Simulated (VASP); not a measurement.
BiTe4:

```xyz
5
Lattice="4.6846 -4.7907 0.0000 4.6846 4.7907 0.0000 0.0000 0.0000 3.9116" Properties=species:S:1:pos:R:3 pbc="T T T"
Bi    0.0000    0.0000    0.0000
Te    4.6846   -2.3628    1.9558
Te    4.6846    2.3628    1.9558
Te    3.2134    0.0000    0.0000
Te    6.1558    0.0000    0.0000
```

The cell was generated, and may not be a known phase.

```yaml
Program: VASP 6.6.1
Task: relaxation of cell and atoms
Functional: PBE
Potentials_or_basis: VASP PAW PBE potentials, release 64 (Bi_d, Te)
Cutoff: 600 eV
k_mesh: 6 × 6 × 10
Occupations: gaussian, width 0.1 eV
Spin: no spin polarisation
```

At the start: pressure -0.1 GPa; volume 35.11 Å³/atom.

**Question.** How do energy, volume and symmetry change on relaxing?

**Answer.** Over 39 steps the energy falls by 63.6 meV/atom and the volume is 34.87 Å³/atom (-0.7 %); space group Cmmm (No. 65, to 0.1 Å) before and after.

The path:
```
step  energy change (eV)  largest force (eV/Å)  pressure (GPa)  volume (Å³)
   1              0.0000                0.0744           -0.08       175.57
   2             -0.0113                0.0717            0.07       175.10
   3             -0.0431                0.2058            0.57       173.58
   4             -0.0903                0.6391            1.68       170.07
   5              0.0153                1.1115            4.14       161.23
   6             -0.0983                0.8592            2.55       166.92
   7             -0.0999                0.8598            2.55       166.92
   8             -0.1046                0.8616            2.53       166.92
   9             -0.1130                0.8642            2.50       166.92
  10             -0.1263                0.8690            2.43       166.87
  11             -0.1363                0.8800            2.32       166.66
  12             -0.1481                0.8557            2.15       167.17
  13             -0.1797                0.7847            1.67       168.70
  14             -0.2255                0.6560            0.79       171.78
  15             -0.2544                0.4438           -0.73       178.04
  16             -0.2550                0.4681           -0.54       177.21
  17             -0.2625                0.4396           -0.48       176.91
  18             -0.2813                0.3525           -0.26       175.99
  19             -0.3004                0.1699            0.25       174.18
  20             -0.3011                0.1253            0.38       173.75
  21             -0.3085                0.1025            0.15       174.68
  22             -0.3125                0.0956           -0.14       176.00
  23             -0.3141                0.0871           -0.05       175.49
  24             -0.3158                0.0711            0.13       174.47
  25             -0.3160                0.0656            0.19       174.08
  26             -0.3171                0.0354            0.10       174.27
  27             -0.3177                0.0194           -0.07       174.64
  28             -0.3177                0.0074           -0.03       174.56
  29             -0.3177                0.0089           -0.03       174.57
  30             -0.3177                0.0115           -0.04       174.59
  31             -0.3178                0.0109           -0.02       174.46
  32             -0.3178                0.0105            0.00       174.35
  33             -0.3178                0.0107            0.01       174.37
  34             -0.3178                0.0108            0.00       174.41
  35             -0.3178                0.0106           -0.01       174.41
  36             -0.3178                0.0105            0.00       174.38
  37             -0.3178                0.0105            0.00       174.38
  38             -0.3178                0.0105            0.00       174.37
  39             -0.3178                0.0079            0.00       174.36
```

Final structure:
```
CELL_PARAMETERS angstrom
4.71814 -4.07698 0.00000
4.71814 4.07698 0.00000
0.00000 0.00000 4.53226
ATOMIC_POSITIONS crystal
Bi 0.00000 0.00000 0.00000
Te 0.72796 0.27204 0.50000
Te 0.27204 0.72796 0.50000
Te 0.33702 0.33702 0.00000
Te 0.66298 0.66298 0.00000
```

Caveat: a cell axis changed by over 15 % at a fixed basis, so the end point is rough; an odd number of electrons without spin polarisation forces a metal; a magnetic or distorted state may lie lower.
